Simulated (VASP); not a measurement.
Sc7As:

```
Sc As
1.0
     3.30000    0.00000    0.00000
    -1.65000    2.85788    0.00000
     0.00000    0.00000   19.00000
Sc As
7 1
Cartesian
  0.0000 0.0000 6.8970
  1.6500 0.9526 9.5000
  0.0000 0.0000 12.1030
  1.6500 0.9526 14.7060
  0.0000 0.0000 17.3090
  0.0000 0.0000 1.6910
  1.6500 0.9526 4.2940
  0.0000 1.9053 0.0000
```

```yaml
Program: VASP 6.6.1
Task: relaxation of cell and atoms
Functional: PBE
Potentials_or_basis: VASP PAW PBE potentials, release 64 (Sc_sv, As)
Cutoff: 600 eV
k_mesh: 6 × 6 × 1
Occupations: gaussian, width 0.2 eV
Spin: no spin polarisation
```

At the start: pressure 7.5 GPa; volume 22.40 Å³/atom.

Question: Where does the relaxation end?

Answer: Over 13 steps the energy falls by 77.3 meV/atom and the volume is 23.94 Å³/atom (+6.9 %); space group P-6m2 (No. 187, to 0.1 Å) before and after.

The path:
```
step  energy change (eV)  largest force (eV/Å)  pressure (GPa)  volume (Å³)
   1              0.0000                1.5395            7.49       179.19
   2             -0.3935                0.3573           -3.07       207.73
   3             -0.4888                0.3664           -0.36       198.19
   4             -0.5139                0.3358           -0.26       197.31
   5             -0.5582                0.2204            0.10       194.69
   6             -0.5622                0.1777            0.28       193.53
   7             -0.5856                0.1988           -0.30       194.53
   8             -0.5941                0.2187           -0.86       195.56
   9             -0.6079                0.2001           -0.42       193.61
  10             -0.6112                0.1853           -0.08       192.22
  11             -0.6113                0.1837           -0.04       192.07
  12             -0.6145                0.1431            0.02       191.92
  13             -0.6184                0.0280            0.19       191.49
```

Final structure:
```
Sc As
1.0
     3.37928    0.00000    0.00000
    -1.68964    2.92654    0.00000
     0.00000    0.00000   19.36276
Sc As
7 1
Direct
  0.00000 0.00000 0.36708
  0.66667 0.33333 0.50000
  0.00000 0.00000 0.63292
  0.66667 0.33333 0.76408
  0.00000 0.00000 0.90075
  0.00000 0.00000 0.09925
  0.66667 0.33333 0.23592
  0.33333 0.66667 0.00000
```

Caveat: the k points lie up to 0.36 Å⁻¹ apart in the final cell, too coarse for converged energies and pressures of a metal.
